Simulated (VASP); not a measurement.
# Be (P6_3/mmc) in VASP: further runs

Be is run at these levels: PBE; tasks: single point.

Program: VASP 6.6.1. These are calculated values, not measurements. Logs are shortened: lines on timing, memory, paths and dates and some standing lists are left out, and cuts for length are marked.

## Step 1: The cell of the first run

It takes space group P6_3/mmc (No. 194, hexagonal). The conventional cell has a = 2.215 Å, b = 2.215 Å, c = 3.500 Å, α = 90.00°, β = 90.00°, γ = 120.00°. Be (site symmetry -6m2) has 12 Be at 2.17 to 2.21 Å within 2.9 Å.

## Step 2: Single point, PBE (7.43 Å³/atom)

The input, INCAR:

```
SYSTEM = Be
ALGO = Normal
EDIFF = 1E-7
ENCUT = 520
GGA = PE
ISIF = 2
ISMEAR = 0
LASPH = .True.
LCHARG = .False.
LREAL = .False.
LWAVE = .False.
NBANDS = 9
NELM = 100
PREC = Accurate
SIGMA = 0.1
```

The input, KPOINTS:

```
k-points
0
Gamma
  21 21 12
  0 0 0
```

The input, POSCAR:

```
Be
1.0
    2.2146335627      0.0000000000      0.0000000000
   -1.1073167813      1.9179289254      0.0000000000
    0.0000000000      0.0000000000      3.4998434683
Be
2
Direct
    0.3333333333      0.6666666667      0.2500000000
    0.6666666667      0.3333333333      0.7500000000
```

Potentials or basis: VASP PAW PBE potentials, release 64 (Be).

Launch:

```console
cat potpaw_PBE.64/Be/POTCAR > POTCAR
mpirun -np 1 vasp_std > vasp.out
```

OUTCAR:

```text
SYSTEM = Be
   EDIFF = 1E-7
   ENCUT = 520
   GGA = PE
   ISIF = 2
   ISMEAR = 0
   LASPH = .True.
   LREAL = .False.
   NELM = 100
   PREC = Accurate

 ion  position               nearest neighbor table
   1  0.333  0.667  0.250-   2 2.17   2 2.17   2 2.17   2 2.17   2 2.17   2 2.17
   2  0.667  0.333  0.750-   1 2.17   1 2.17   1 2.17   1 2.17   1 2.17   1 2.17

  LATTYP: Found a hexagonal cell.
 ALAT       =     2.2146335627
 C/A-ratio  =     1.5803262116

  Lattice vectors:

 A1 = (   2.2146335627,   0.0000000000,   0.0000000000)
 A2 = (  -1.1073167813,   1.9179289254,   0.0000000000)
 A3 = (   0.0000000000,   0.0000000000,   3.4998434683)

Analysis of symmetry for initial positions (statically):
=====================================================================
 Subroutine PRICEL returns:
 Original cell was already a primitive cell.

 Routine SETGRP: Setting up the symmetry group for a
 hexagonal supercell.

 Subroutine GETGRP returns: Found 24 space group operations
 (whereof 12 operations were pure point group operations)
 out of a pool of 24 trial point group operations.

The static configuration has the point symmetry D_3d.
 The point group associated with its full space group is D_6h.

Analysis of symmetry for dynamics (positions and initial velocities):
=====================================================================
 Subroutine PRICEL returns:
 Original cell was already a primitive cell.

 Routine SETGRP: Setting up the symmetry group for a
 hexagonal supercell.

 Subroutine GETGRP returns: Found 24 space group operations
 (whereof 12 operations were pure point group operations)
 out of a pool of 24 trial point group operations.

The dynamic configuration has the point symmetry D_3d.
 The point group associated with its full space group is D_6h.

 Subroutine INISYM returns: Found 24 space group operations
 (whereof 12 operations are pure point group operations),
 and found     1 'primitive' translations

----------------------------------------------------------------------------------------

                                     Primitive cell

  volume of cell :      14.8656

  direct lattice vectors                    reciprocal lattice vectors
     2.214633563  0.000000000  0.000000000     0.451541969  0.260697877  0.000000000
    -1.107316781  1.917928925  0.000000000     0.000000000  0.521395755  0.000000000
     0.000000000  0.000000000  3.499843468     0.000000000  0.000000000  0.285727064

  length of vectors
     2.214633563  2.214633563  3.499843468     0.521395755  0.521395755  0.285727064

  position of ions in fractional coordinates (direct lattice)
     0.333333333  0.666666667  0.250000000
     0.666666667  0.333333333  0.750000000

  ion indices of the primitive-cell ions
   primitive index   ion index
                 1           1
                 2           2

----------------------------------------------------------------------------------------

 KPOINTS: k-points

Automatic generation of k-mesh.
 Grid dimensions read from file:
 generate k-points for:   21   21   12

 Generating k-lattice:

  Cartesian coordinates                     Fractional coordinates (reciprocal lattice)
     0.021501999  0.012414185  0.000000000     0.047619048  0.000000000  0.000000000
     0.000000000  0.024828369  0.000000000     0.000000000  0.047619048  0.000000000
     0.000000000  0.000000000  0.023810589     0.000000000  0.000000000  0.083333333

  Length of vectors
     0.024828369  0.024828369  0.023810589

  Shift w.r.t. Gamma in fractional coordinates (k-lattice)
     0.000000000  0.000000000  0.000000000

 Subroutine IBZKPT returns following result:
 ===========================================

 Found    336 irreducible k-points:

 Following reciprocal coordinates:
            Coordinates               Weight
  0.000000  0.000000  0.000000      1.000000
  0.047619  0.000000  0.000000      6.000000
  0.095238  0.000000  0.000000      6.000000
  0.142857  0.000000  0.000000      6.000000
  0.190476  0.000000  0.000000      6.000000
  0.238095  0.000000  0.000000      6.000000
[... 16 lines left out ...]
  0.142857  0.095238  0.000000     12.000000
  0.190476  0.095238  0.000000     12.000000
 [... further k-points ...]
   k-points           NKPTS =    336   k-points in BZ     NKDIM =    336   number of bands    NBANDS=      9
   number of dos      NEDOS =    301   number of ions     NIONS =      2
   total plane-waves  NPLWV =   7168
   dimension x,y,z NGX =    16 NGY =   16 NGZ =   28
   dimension x,y,z NGXF=    32 NGYF=   32 NGZF=   56
   ions per type =               2
   NGX,Y,Z   is equivalent  to a cutoff of  12.01, 12.01, 13.30 a.u.
   NGXF,Y,Z  is equivalent  to a cutoff of  24.02, 24.02, 26.60 a.u.
 SYSTEM =  Be
   PREC   = accura    normal or accurate (medium, high low for compatibility)
   ISTART =      0    job   : 0-new  1-cont  2-samecut
   ICHARG =      2    charge: 1-file 2-atom 10-const
   ISPIN  =      1    spin polarized calculation?
   LNONCOLLINEAR =      F non collinear calculations
   LSORBIT =      F    spin-orbit coupling
   LASPH  =      T    aspherical Exc in radial PAW
   ENCUT  =  520.0 eV  38.22 Ry    6.18 a.u.   4.12  4.12  6.51*2*pi/ulx,y,z
   NELM   =    100;   NELMIN=  2; NELMDL= -5     # of ELM steps
   EDIFF  = 0.1E-06   stopping-criterion for ELM
   LREAL  =      F    real-space projection
   EDIFFG = 0.1E-05   stopping-criterion for IOM
   NSW    =      0    number of steps for IOM
   IBRION =     -1    ionic relax: 0-MD 1-quasi-New 2-CG
   NFREE  =      0    steps in history (QN), initial steepest desc. (CG)
   ISIF   =      2    stress and relaxation
   ISYM   =      2    0-nonsym 1-usesym 2-fastsym
   POTIM  = 0.5000    time-step for ionic-motion
   TEBEG  =    0.0;   TEEND  =   0.0 temperature during run
   PSTRESS=    0.0 pullay stress
   NELECT =       4.0000    total number of electrons
   NUPDOWN=      -1.0000    fix difference up-down
   EMIN   =  10.00;   EMAX   =-10.00  energy-range for DOS
   EFERMI =   0.00;   METHOD = LEGACY
   ISMEAR =     0;   SIGMA  =   0.10  broadening in eV -4-tet -1-fermi 0-gaus
   EFERMI_NEDOS =   21; number of points for ismear=-14 and -15
   IALGO  =     38    algorithm
   IMIX   =      4    mixing-type and parameters
     AMIX     =   0.40;   BMIX     =  1.00
     AMIX_MAG =   1.60;   BMIX_MAG =  1.00
  volume/ion in A,a.u.               =       7.43        50.16
  Fermi-wavevector in a.u.,A,eV,Ry     =   1.056900  1.997251 15.198214  1.117037
  Thomas-Fermi vector in A             =   2.192153
   LORBIT       =      0    0 simple, 1 ext, 2 COOP (PROOUT), +10 PAW based schemes
   GGA     = PE    functional components
   LHFCALC =     F    Hartree Fock is set to
   AEXX    =    0.0000 exact exchange contribution
   IVDW    =     0    specifies the selected vdW correction
   LEPSILON=     F    determine dielectric tensor
   LRPA    =     F    only Hartree local field effects (RPA)
 non-spin polarized calculation
 Gauss-broadening in eV      SIGMA  =   0.10
  energy-cutoff  :      520.00
  volume of cell :       14.87
 maximum number of plane-waves:       418
   NGX =  9   NGY =  9   NGZ = 13

 number of electron       4.0000000 magnetization

 Free energy of the ion-electron system (eV)
  ---------------------------------------------------
  ext. energy  EPLUGINS =         0.00000000
  ---------------------------------------------------
  free energy    TOTEN  =        -7.50576271 eV

  energy without entropy =       -7.50435446  energy(sigma->0) =       -7.50505859

 E-fermi :   7.5875     XC(G=0): -10.8104

 val. band max:        7.5775799948   @ k =   0.3333   0.0476   0.0000
 cond. band min:       7.6203798215   @ k =   0.3333   0.2857   0.0833
 fundamental gap:      0.0427998267
 Fermi energy:         7.5874639082

 k-point     1 :       0.0000    0.0000    0.0000
  band No.  band energies     occupation
      1      -4.1512      2.00000
      2       2.8399      2.00000
      3       8.8068      0.00000
      4      24.4090      0.00000
      5      24.4090      0.00000
      6      27.3617      0.00000
      7      27.3617      0.00000
      8      29.4530      0.00000
      9      35.7440      0.00000

 k-point     2 :       0.0476    0.0000    0.0000
  band No.  band energies     occupation
      1      -4.0844      2.00000
      2       2.9293      2.00000
      3       8.8234      0.00000
      4      23.8255      0.00000
      5      23.9518      0.00000
      6      27.3758      0.00000
      7      27.6192      0.00000
      8      29.3315      0.00000
      9      34.5551      0.00000

 k-point     3 :       0.0952    0.0000    0.0000
  band No.  band energies     occupation
      1      -3.8839      2.00000
      2       3.1974      2.00000
      3       8.8702      0.00000
      4      22.3456      0.00000
      5      22.9819      0.00000
      6      27.3681      0.00000
      7      27.9527      0.00000
      8      28.9158      0.00000
      9      32.6957      0.00000

 k-point     4 :       0.1429    0.0000    0.0000
  band No.  band energies     occupation
      1      -3.5495      2.00000
      2       3.6436      2.00000
      3       8.9351      0.00000
      4      20.4328      0.00000
      5      21.9027      0.00000
      6      27.2378      0.00000
      7      27.9588      0.00000
      8      28.0632      0.00000
      9      30.7130      0.00000
[... 205 lines left out ...]
 k-point    22 :       0.0952    0.0952    0.0000
  band No.  band energies     occupation
      1      -3.3485      2.00000
      2       3.9110      2.00000
      3       8.9756      0.00000
      4      19.9239      0.00000
      5      20.6822      0.00000
      6      27.2302      0.00000
      7      27.5720      0.00000
      8      27.6016      0.00000
      9      31.5931      0.00000

 k-point    23 :       0.1429    0.0952    0.0000
  band No.  band energies     occupation
      1      -2.8792      2.00000
      2       4.5335      2.00000
      3       9.0352      0.00000
      4      18.0712      0.00000
      5      19.6009      0.00000
      6      26.3171      0.00000
      7      26.6301      0.00000
      8      26.9977      0.00000
      9      30.9320      0.00000

 k-point    24 :       0.1905    0.0952    0.0000
  band No.  band energies     occupation
      1      -2.2753      2.00000
      2       5.3306      2.00000
      3       9.0326      0.00000
      4      16.2168      0.00000
      5      18.6540      0.00000
      6      24.5892      0.00000
      7      25.4484      0.00000
      8      26.4893      0.00000
      9      30.3498      0.00000

 [... further k-points ...]

------------------------ aborting loop because EDIFF is reached ----------------------------------------

  FORCE on cell =-STRESS in cart. coord.  units (eV):
  Direction    XX          YY          ZZ          XY          YZ          ZX
  --------------------------------------------------------------------------------------
  -------------------------------------------------------------------------------------
  Total        0.7939686      0.7939686      0.8055333      0.0000000      0.0000000     -0.0000000
  in kB       85.5718489     85.5718489     86.8182567      0.0000000      0.0000000     -0.0000000
  external PRESSURE =      85.9873181 kB  Pullay stress =       0.0000000 kB

 VOLUME and BASIS-vectors are now :
 -----------------------------------------------------------------------------
  energy-cutoff  :      520.00
  volume of cell :       14.87
      direct lattice vectors                 reciprocal lattice vectors
     2.214633563  0.000000000  0.000000000     0.451541969  0.260697877  0.000000000
    -1.107316781  1.917928925  0.000000000     0.000000000  0.521395755  0.000000000
     0.000000000  0.000000000  3.499843468     0.000000000  0.000000000  0.285727064

 POSITION                                       TOTAL-FORCE (eV/Angst)
 -----------------------------------------------------------------------------------
     -0.00000      1.27862      0.87496         0.000000      0.000000      0.000000
      1.10732      0.63931      2.62488        -0.000000     -0.000000      0.000000
 -----------------------------------------------------------------------------------
    total drift:                                0.000000     -0.000000      0.000000

  FREE ENERGIE OF THE ION-ELECTRON SYSTEM (eV)
  ---------------------------------------------------
  free  energy   TOTEN  =        -7.5057627142 eV

  energy  without entropy=       -7.5043544609  energy(sigma->0) =       -7.50505859
```

Wall time 9 s (1 thread of Intel Xeon 6975P-C (Granite Rapids), shared host); peak memory 0.15 GiB.

What came out:

```yaml
Free_energy: -7.5058 eV
Pressure: 8.6 GPa
Band_gap_on_the_k_mesh: zero (bands 2 and 3 overlap by 2.15 eV)
```

Stress tensor (GPa, compression positive):
```
8.56 0.00 0.00
0.00 8.56 0.00
0.00 0.00 8.68
```

Caveat: the cell stands under pressure.

(Part 1 of 2 ends here.)
